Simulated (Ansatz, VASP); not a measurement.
## One calculation of AlInSb2, two programs

Contents of INCAR:

```
  PREC = Accurate
  ENCUT = 520
  EDIFF = 1E-6
  ISMEAR = 0
  SIGMA = 0.05
  LREAL = F
  LASPH = T
  NELM = 60
  ALGO = Normal
  ISIF = 2
  LWAVE = F
  LCHARG = F
  GGA = CA
  NBANDS = 21
```

KPOINTS

```
Automatic mesh
0
Gamma
  8 8 6
```

File POSCAR:

```
AlInSb2
1.0
    4.4984374497      0.0000000000      0.0000000000
    0.0000000000      4.4984374497      0.0000000000
    0.0000000000      0.0000000000      6.0989814943
Al In Sb
1 1 2
Direct
    0.0000000000      0.0000000000      0.0000000000
    0.5000000000      0.5000000000      0.5000000000
    0.0000000000      0.5000000000      0.2738552522
    0.5000000000      0.0000000000      0.7261447478
```

Input for Ansatz:

```yaml
crystal:
  lattice:
    - [4.4984374497, 0.0, 0.0]
    - [0.0, 4.4984374497, 0.0]
    - [0.0, 0.0, 6.0989814943]
  atoms:
    - { symbol: Al, position: [0.0, 0.0, 0.0] }
    - { symbol: In, position: [0.5, 0.5, 0.5] }
    - { symbol: Sb, position: [0.0, 0.5, 0.2738552522] }
    - { symbol: Sb, position: [0.5, 0.0, 0.7261447478] }
basis:
  ecutwfc: 420
kpoints:
  mp_grid: { grid: [8, 8, 6] }
hamiltonian:
  xc: lda
  pseudopotentials: { kind: paw }
scf:
  occupations: { method: gaussian, width: 0.05 }
output:
  forces: true
  stress: true
  eigenvalues: true
  write_density: true
  write_potential: true
  elf: true
  volumetric_format: npy
```

Alike in both runs: task single point; functional LDA; k mesh 8 × 8 × 6; occupations gaussian, width 0.05 eV; no spin polarisation.

|  | VASP | Ansatz |
| --- | --- | --- |
| version | VASP 6.6.1 | Ansatz 0.2.0 |
| potentials or method | VASP PAW LDA potentials, release 64 (Al, In_d, Sb), cutoff 520 eV | scalar-relativistic, plane waves, PAW |
| valence electrons in the cell | 26 | 46 |

Ansatz gave:

| Item | Value |
| --- | --- |
| gap on the k mesh at the Fermi level (eV) | 0.41 |
| least direct gap on the mesh (eV) | 0.41 |
| pressure (GPa) | 1.8 |
| traceless stress, the component that is largest in VASP (GPa) | -0.21 |
| rms of the force components (eV/Å) | 0.986 |

Q: Estimate VASP's values.

A: gap on the k mesh at the Fermi level (eV): 0.47; least direct gap on the mesh (eV): 0.47; pressure (GPa): 2.0; traceless stress, the component that is largest in VASP (GPa): -0.23; rms of the force components (eV/Å): 0.989.

LDA's correlation is that of Perdew and Zunger in VASP and of Perdew and Wang (1992) in Ansatz. Atom by atom the forces differ by 0.003 eV/Å (rms over components). VASP's potentials hold 26 valence electrons a cell and Ansatz's 46, so a difference there can come from the potentials and not from the codes.

Neither program's run includes spin-orbit coupling.
